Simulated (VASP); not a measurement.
The system is Sc.

```
Sc
1.0
     5.20838    0.00000    0.00000
    -2.60419    4.51059    0.00000
     0.00000    0.00000    3.19273
Sc
3
Direct
  0.00000 0.00000 0.00000
  0.33333 0.66667 0.50000
  0.66667 0.33333 0.50000
```

This isn't the form of Sc at room conditions, which is hcp.

| Item | Value |
| --- | --- |
| Program | VASP 6.6.1 |
| Task | relaxation of cell and atoms |
| Functional | PBE |
| Potentials or basis | VASP PAW PBE potentials, release 64 (Sc_sv) |
| Cutoff | 600 eV |
| k mesh | 7 × 7 × 10 |
| Occupations | fermi-dirac, width 0.1 eV |
| Spin | no spin polarisation |

At the start: pressure -0.8 GPa; volume 25.00 Å³/atom.

**Question.** Where does the relaxation end?

**Answer.** Over 5 steps the energy falls by 3.0 meV/atom and the volume is 24.59 Å³/atom (-1.7 %); space group P6/mmm (No. 191, to 0.1 Å) before and after.

The path:
| step | energy change (eV) | largest force (eV/Å) | pressure (GPa) | volume (Å³) |
| --- | --- | --- | --- | --- |
| 1 | 0.0000 | 0.0000 | -0.83 | 75.01 |
| 2 | -0.0080 | 0.0000 | 0.12 | 73.61 |
| 3 | -0.0081 | 0.0000 | 0.28 | 73.41 |
| 4 | -0.0090 | 0.0000 | 0.04 | 73.71 |
| 5 | -0.0090 | 0.0000 | 0.01 | 73.76 |

Final structure:
```
CELL_PARAMETERS angstrom
5.14221 0.00000 0.00000
-2.57110 4.45328 0.00000
0.00000 0.00000 3.22090
ATOMIC_POSITIONS crystal
Sc 0.00000 0.00000 0.00000
Sc 0.33333 0.66667 0.50000
Sc 0.66667 0.33333 0.50000
```
